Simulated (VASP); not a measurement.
# Pt (Fm-3m) in VASP: single point with PBE

Aim: the single point of Pt with PBE.

Everything below comes from runs of VASP 6.6.1. Logs are shortened: lines on timing, memory, paths and dates and some standing lists are left out, and cuts for length are marked.

**1. The cell of the first run**

The structure is cubic, space group Fm-3m (No. 225). The conventional cell has a = 3.967 Å, b = 3.967 Å, c = 3.967 Å, α = 90.00°, β = 90.00°, γ = 90.00°. Within 3.7 Å of Pt (site symmetry m-3m) lie 12 Pt at 2.81 Å.

**2. Single point, PBE**

Contents of INCAR:

```
ALGO     = Normal         # electronic algorithm
EDIFF    = 1E-6           # SCF threshold, eV
ENCUT    = 500            # plane-wave cutoff, eV
GGA      = PE             # functional
GGA_COMPAT= F            
ISIF     = 2              # what is computed and relaxed
ISMEAR   = 0              # smearing method
LASPH    = T              # aspherical terms in the spheres
LCHARG   = F              # write CHGCAR
LREAL    = F              # projectors in reciprocal space
LWAVE    = F              # write WAVECAR
NBANDS   = 11             # bands
NELM     = 120            # most SCF steps
PREC     = Accurate       # precision mode
SIGMA    = 0.1            # smearing width, eV
```

Contents of KPOINTS:

```
k-points
0
Gamma
  8 8 8
```

Contents of POSCAR:

```
Pt
1.0
    0.0000000000      1.9836070086      1.9836070086
    1.9836070086      0.0000000000      1.9836070086
    1.9836070086      1.9836070086      0.0000000000
Pt
1
Direct
    0.0000000000      0.0000000000      0.0000000000
```

Potentials or basis: VASP PAW PBE potentials, release 64 (Pt).

Command:

```
$ cat potpaw_PBE.64/Pt/POTCAR > POTCAR
$ mpirun -np 1 vasp_std > vasp.out
```

OUTCAR:

```text
EDIFF = 1E-6
   ENCUT = 500
   GGA = PE
   ISIF = 2
   ISMEAR = 0
   LASPH = T
   LREAL = F
   NELM = 120
   PREC = Accurate

 ion  position               nearest neighbor table
   1  0.000  0.000  0.000-

  LATTYP: Found a face centered cubic cell.
 ALAT       =     3.9672140172

  Lattice vectors:

 A1 = (   0.0000000000,   1.9836070086,   1.9836070086)
 A2 = (   1.9836070086,   0.0000000000,   1.9836070086)
 A3 = (   1.9836070086,   1.9836070086,   0.0000000000)

Analysis of symmetry for initial positions (statically):
=====================================================================
 Subroutine PRICEL returns:
 Original cell was already a primitive cell.

 Routine SETGRP: Setting up the symmetry group for a
 face centered cubic supercell.

 Subroutine GETGRP returns: Found 48 space group operations
 (whereof 48 operations were pure point group operations)
 out of a pool of 48 trial point group operations.

The static configuration has the point symmetry O_h .

Analysis of symmetry for dynamics (positions and initial velocities):
=====================================================================
 Subroutine PRICEL returns:
 Original cell was already a primitive cell.

 Routine SETGRP: Setting up the symmetry group for a
 face centered cubic supercell.

 Subroutine GETGRP returns: Found 48 space group operations
 (whereof 48 operations were pure point group operations)
 out of a pool of 48 trial point group operations.

The dynamic configuration has the point symmetry O_h .

 Subroutine INISYM returns: Found 48 space group operations
 (whereof 48 operations are pure point group operations),
 and found     1 'primitive' translations

----------------------------------------------------------------------------------------

                                     Primitive cell

  volume of cell :      15.6098

  direct lattice vectors                    reciprocal lattice vectors
     0.000000000  1.983607009  1.983607009    -0.252066058  0.252066058  0.252066058
     1.983607009  0.000000000  1.983607009     0.252066058 -0.252066058  0.252066058
     1.983607009  1.983607009  0.000000000     0.252066058  0.252066058 -0.252066058

  length of vectors
     2.805243934  2.805243934  2.805243934     0.436591220  0.436591220  0.436591220

  position of ions in fractional coordinates (direct lattice)
     0.000000000  0.000000000  0.000000000

  ion indices of the primitive-cell ions
   primitive index   ion index
                 1           1

----------------------------------------------------------------------------------------

 KPOINTS: k-points

Automatic generation of k-mesh.
 Grid dimensions read from file:
 generate k-points for:    8    8    8

 Generating k-lattice:

  Cartesian coordinates                     Fractional coordinates (reciprocal lattice)
    -0.031508257  0.031508257  0.031508257     0.125000000  0.000000000  0.000000000
     0.031508257 -0.031508257  0.031508257     0.000000000  0.125000000  0.000000000
     0.031508257  0.031508257 -0.031508257     0.000000000  0.000000000  0.125000000

  Length of vectors
     0.054573902  0.054573902  0.054573902

  Shift w.r.t. Gamma in fractional coordinates (k-lattice)
     0.000000000  0.000000000  0.000000000

 Subroutine IBZKPT returns following result:
 ===========================================

 Found     29 irreducible k-points:

 Following reciprocal coordinates:
            Coordinates               Weight
  0.000000  0.000000  0.000000      1.000000
  0.125000  0.000000  0.000000      8.000000
  0.250000  0.000000  0.000000      8.000000
  0.375000  0.000000  0.000000      8.000000
  0.500000  0.000000  0.000000      4.000000
  0.125000  0.125000  0.000000      6.000000
[... 16 lines left out ...]
  0.500000  0.250000  0.125000     48.000000
 -0.375000  0.250000  0.125000     24.000000
 [... further k-points ...]
   k-points           NKPTS =     29   k-points in BZ     NKDIM =     29   number of bands    NBANDS=     11
   number of dos      NEDOS =    301   number of ions     NIONS =      1
   total plane-waves  NPLWV =   8000
   dimension x,y,z NGX =    20 NGY =   20 NGZ =   20
   dimension x,y,z NGXF=    40 NGYF=   40 NGZF=   40
   ions per type =               1
   NGX,Y,Z   is equivalent  to a cutoff of  11.85, 11.85, 11.85 a.u.
   NGXF,Y,Z  is equivalent  to a cutoff of  23.71, 23.71, 23.71 a.u.
 SYSTEM =  unknown system
   PREC   = accura    normal or accurate (medium, high low for compatibility)
   ISTART =      0    job   : 0-new  1-cont  2-samecut
   ICHARG =      2    charge: 1-file 2-atom 10-const
   ISPIN  =      1    spin polarized calculation?
   LNONCOLLINEAR =      F non collinear calculations
   LSORBIT =      F    spin-orbit coupling
   LASPH  =      T    aspherical Exc in radial PAW
   ENCUT  =  500.0 eV  36.75 Ry    6.06 a.u.   5.11  5.11  5.11*2*pi/ulx,y,z
   NELM   =    120;   NELMIN=  2; NELMDL= -5     # of ELM steps
   EDIFF  = 0.1E-05   stopping-criterion for ELM
   LREAL  =      F    real-space projection
   EDIFFG = 0.1E-04   stopping-criterion for IOM
   NSW    =      0    number of steps for IOM
   IBRION =     -1    ionic relax: 0-MD 1-quasi-New 2-CG
   NFREE  =      0    steps in history (QN), initial steepest desc. (CG)
   ISIF   =      2    stress and relaxation
   ISYM   =      2    0-nonsym 1-usesym 2-fastsym
   POTIM  = 0.5000    time-step for ionic-motion
   TEBEG  =    0.0;   TEEND  =   0.0 temperature during run
   PSTRESS=    0.0 pullay stress
   NELECT =      10.0000    total number of electrons
   NUPDOWN=      -1.0000    fix difference up-down
   EMIN   =  10.00;   EMAX   =-10.00  energy-range for DOS
   EFERMI =   0.00;   METHOD = LEGACY
   ISMEAR =     0;   SIGMA  =   0.10  broadening in eV -4-tet -1-fermi 0-gaus
   EFERMI_NEDOS =   21; number of points for ismear=-14 and -15
   IALGO  =     38    algorithm
   IMIX   =      4    mixing-type and parameters
     AMIX     =   0.40;   BMIX     =  1.00
     AMIX_MAG =   1.60;   BMIX_MAG =  1.00
  volume/ion in A,a.u.               =      15.61       105.34
  Fermi-wavevector in a.u.,A,eV,Ry     =   1.411267  2.666908 27.098379  1.991675
  Thomas-Fermi vector in A             =   2.533136
   LORBIT       =      0    0 simple, 1 ext, 2 COOP (PROOUT), +10 PAW based schemes
   GGA     = PE    functional components
   LHFCALC =     F    Hartree Fock is set to
   AEXX    =    0.0000 exact exchange contribution
   IVDW    =     0    specifies the selected vdW correction
   LEPSILON=     F    determine dielectric tensor
   LRPA    =     F    only Hartree local field effects (RPA)
 non-spin polarized calculation
 Gauss-broadening in eV      SIGMA  =   0.10
  energy-cutoff  :      500.00
  volume of cell :       15.61
 maximum number of plane-waves:       415
   NGX = 11   NGY = 11   NGZ = 11

 number of electron      10.0000002 magnetization

 Free energy of the ion-electron system (eV)
  ---------------------------------------------------
  ext. energy  EPLUGINS =         0.00000000
  ---------------------------------------------------
  free energy    TOTEN  =        -6.08655652 eV

  energy without entropy =       -6.07702870  energy(sigma->0) =       -6.08179261

 E-fermi :  10.5406     XC(G=0): -13.2918

 val. band max:       10.4098061970   @ k =  -0.3750   0.3750   0.0000
 cond. band min:      10.5487025553   @ k =  -0.2500   0.1250   0.0000
 fundamental gap:      0.1388963582
 Fermi energy:        10.5406076336

 k-point     1 :       0.0000    0.0000    0.0000
  band No.  band energies     occupation
      1       0.7800      2.00000
      2       7.0020      2.00000
      3       7.0020      2.00000
      4       7.0020      2.00000
      5       9.0313      2.00000
      6       9.0313      2.00000
      7      25.3493      0.00000
      8      30.1182      0.00000
      9      30.1182      0.00000
     10      30.1182      0.00000
     11      35.3466      0.00000

 k-point     2 :       0.1250    0.0000    0.0000
  band No.  band energies     occupation
      1       1.3709      2.00000
      2       6.7761      2.00000
      3       7.2100      2.00000
      4       7.2100      2.00000
      5       8.9391      2.00000
      6       8.9391      2.00000
      7      26.1781      0.00000
      8      27.6610      0.00000
      9      30.9996      0.00000
     10      30.9996      0.00000
     11      36.3877      0.00000

 k-point     3 :       0.2500    0.0000    0.0000
  band No.  band energies     occupation
      1       2.7708      2.00000
      2       6.6805      2.00000
      3       7.3567      2.00000
      4       7.3567      2.00000
      5       9.2049      2.00000
      6       9.2049      2.00000
      7      23.7153      0.00000
      8      26.9337      0.00000
      9      32.8673      0.00000
     10      32.8673      0.00000
     11      33.8467      0.00000

 k-point     4 :       0.3750    0.0000    0.0000
  band No.  band energies     occupation
      1       3.5722      2.00000
      2       7.0936      2.00000
      3       7.0936      2.00000
      4       8.2822      2.00000
      5      10.1060      2.00000
      6      10.1060      2.00000
      7      19.1287      0.00000
      8      25.5578      0.00000
      9      30.6919      0.00000
     10      30.6919      0.00000
     11      36.6769      0.00000
[... 239 lines left out ...]
 k-point    22 :       0.3750    0.2500    0.1250
  band No.  band energies     occupation
      1       4.0150      2.00000
      2       5.7603      2.00000
      3       6.9958      2.00000
      4       8.5740      2.00000
      5       8.6574      2.00000
      6      10.5958      0.43475
      7      23.8845      0.00000
      8      25.9989      0.00000
      9      28.3680      0.00000
     10      30.6924      0.00000
     11      34.3240      0.00000

 k-point    23 :       0.5000    0.2500    0.1250
  band No.  band energies     occupation
      1       4.8290      2.00000
      2       6.2388      2.00000
      3       6.5037      2.00000
      4       8.2986      2.00000
      5       9.8825      2.00000
      6      12.4380      0.00000
      7      19.6490      0.00000
      8      24.6993      0.00000
      9      26.6397      0.00000
     10      30.8012      0.00000
     11      34.6265      0.00000

 k-point    24 :      -0.3750    0.2500    0.1250
  band No.  band energies     occupation
      1       4.8557      2.00000
      2       6.0442      2.00000
      3       7.3400      2.00000
      4       8.0486      2.00000
      5      10.3928      1.96336
      6      14.9353      0.00000
      7      15.9032      0.00000
      8      25.0051      0.00000
      9      25.4960      0.00000
     10      29.5824      0.00000
     11      36.4249      0.00000

 [... further k-points ...]

------------------------ aborting loop because EDIFF is reached ----------------------------------------

  FORCE on cell =-STRESS in cart. coord.  units (eV):
  Direction    XX          YY          ZZ          XY          YZ          ZX
  --------------------------------------------------------------------------------------
  -------------------------------------------------------------------------------------
  Total       -0.0589901     -0.0589901     -0.0589901      0.0000000      0.0000000     -0.0000000
  in kB       -6.0547065     -6.0547065     -6.0547065      0.0000000      0.0000000     -0.0000000
  external PRESSURE =      -6.0547065 kB  Pullay stress =       0.0000000 kB

 VOLUME and BASIS-vectors are now :
 -----------------------------------------------------------------------------
  energy-cutoff  :      500.00
  volume of cell :       15.61
      direct lattice vectors                 reciprocal lattice vectors
     0.000000000  1.983607009  1.983607009    -0.252066058  0.252066058  0.252066058
     1.983607009  0.000000000  1.983607009     0.252066058 -0.252066058  0.252066058
     1.983607009  1.983607009  0.000000000     0.252066058  0.252066058 -0.252066058

 POSITION                                       TOTAL-FORCE (eV/Angst)
 -----------------------------------------------------------------------------------
      0.00000      0.00000      0.00000         0.000000     -0.000000      0.000000
 -----------------------------------------------------------------------------------
    total drift:                                0.000000      0.000000      0.000000

  FREE ENERGIE OF THE ION-ELECTRON SYSTEM (eV)
  ---------------------------------------------------
  free  energy   TOTEN  =        -6.0865565232 eV

  energy  without entropy=       -6.0770286989  energy(sigma->0) =       -6.08179261
```

Run time: 4 s. Hardware: 1 thread of Intel Xeon Platinum 8259CL at 2.50GHz (Skylake/Cascade Lake), shared host; peak memory 0.12 GiB.

Results:

```yaml
Free_energy: -6.0866 eV
Pressure: -0.6 GPa
Band_gap_on_the_k_mesh: zero (bands 5 and 6 overlap by 2.09 eV)
```

Caveat: spin-orbit coupling is left out, which moves the levels of the heavy elements.
